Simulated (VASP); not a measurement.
Wanted: the native input for a VASP 6.6.1 run.

* Task: single point
* Functional: PBEsol
* Potentials or basis: VASP PAW PBE potentials, release 64 (Ta_sv_GW)
* Cutoff: 500 eV
* k mesh: 22 × 22 × 22
* Occupations: gaussian, width 0.15 eV
* Spin: no spin polarisation
* Hubbard terms: Ta d U = 8.0 eV
* Dipole correction: no
* Further INCAR settings: ALGO = Normal; EDIFF = 1e-06; NBANDS = 12

The structure of Ta lies in POSCAR:

```
Ta
1.0
   -1.5810474224      1.5810474224      1.8359122669
    1.5810474224     -1.5810474224      1.8359122669
    1.5810474224      1.5810474224     -1.8359122669
Ta
1
Direct
    0.0000000000      0.0000000000      0.0000000000
```

These files were run (other wordings do the same):

INCAR

```
PREC     = Accurate       # precision mode
ENCUT    = 500            # plane-wave cutoff, eV
EDIFF    = 1E-6           # SCF threshold, eV
ISMEAR   = 0              # smearing method
SIGMA    = 0.15           # smearing width, eV
LREAL    = F              # projectors in reciprocal space
LASPH    = T              # aspherical terms in the spheres
NELM     = 200            # most SCF steps
ALGO     = Normal         # electronic algorithm
ISIF     = 2              # what is computed and relaxed
LWAVE    = F              # write WAVECAR
LCHARG   = F              # write CHGCAR
LMAXMIX  = 4              # l up to which the mixer works
LDAU     = T              # DFT+U
LDAUTYPE = 2            
LDAUL    = 2              # shell
LDAUU    = 8              # U, eV
LDAUJ    = 0            
LDAUPRINT= 1            
GGA      = PS             # functional
NBANDS   = 12             # bands
GGA_COMPAT= F
```

KPOINTS

```
Automatic mesh
0
Gamma
  22 22 22
```

Potentials or basis: VASP PAW PBE potentials, release 64 (Ta_sv_GW).

Run with:

```console
$ cat potpaw_PBE.64/Ta_sv_GW/POTCAR > POTCAR
$ mpirun -np 1 vasp_std > vasp.out
```

It gave:

```yaml
Pressure: 25.0 GPa
Band_gap_on_the_k_mesh: zero (an odd number of electrons rules out a gap without spin polarisation)
```

Caveat: the stress differs along the axes, from 21 to 27 GPa; the PAW data sets were made with another functional, which shifts forces and pressure a little; spin-orbit coupling is left out, which moves the levels of the heavy elements; U without spin polarisation on a metal has little footing; the U is typed as a test and isn't derived for this compound.

It took 98 s on 1 thread of Intel(R) Xeon(R) Platinum 8488C (Sapphire Rapids) (shared host), peak memory 0.31 GiB.
